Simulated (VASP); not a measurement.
The system is HfB.

```
Hf B
1.0
     0.00000    2.31000    2.31000
     2.31000    0.00000    2.31000
     2.31000    2.31000    0.00000
Hf B
1 1
Direct
  0.50000 0.50000 0.50000
  0.00000 0.00000 0.00000
```

| Quantity | Value |
| --- | --- |
| Program | VASP 6.6.1 |
| Task | relaxation of cell and atoms |
| Functional | revPBE |
| Dispersion | D3(BJ) |
| Potentials or basis | VASP PAW PBE potentials, release 64 (Hf_pv, B) |
| Cutoff | 600 eV |
| k mesh | 10 × 10 × 10 |
| Occupations | fermi-dirac, width 0.05 eV |
| Spin | no spin polarisation |

At the start: pressure 23.2 GPa; volume 12.33 Å³/atom.

Q: Where does the relaxation end?

A: Over 4 steps the energy falls by 91.0 meV/atom and the volume is 13.70 Å³/atom (+11.2 %); space group Fm-3m (No. 225, to 0.05 Å).

The path:
| step | energy change (eV) | largest force (eV/Å) | pressure (GPa) | volume (Å³) |
| --- | --- | --- | --- | --- |
| 1 | 0.0000 | 0.0000 | 23.17 | 24.65 |
| 2 | 0.1025 | 0.0000 | -19.42 | 31.58 |
| 3 | -0.1818 | 0.0000 | -0.58 | 27.49 |
| 4 | -0.1820 | 0.0000 | -0.10 | 27.41 |

Final structure:
```cif
data_structure
_symmetry_space_group_name_H-M 'P 1'
_symmetry_Int_Tables_number 1
_cell_length_a 3.3842
_cell_length_b 3.3842
_cell_length_c 3.3842
_cell_angle_alpha 60.000
_cell_angle_beta 60.000
_cell_angle_gamma 60.000
_cell_volume 27.41
loop_
_atom_site_label
_atom_site_type_symbol
_atom_site_fract_x
_atom_site_fract_y
_atom_site_fract_z
_atom_site_occupancy
Hf1 Hf 0.50000 0.50000 0.50000 1
B1 B 0.00000 0.00000 0.00000 1
```

Caveat: the PAW data sets were made with another functional, which shifts forces and pressure a little; the volume moved by +11 % from the deposited cell, more than functionals usually miss; pairwise dispersion overbinds metals, which lowers pressure and volume.
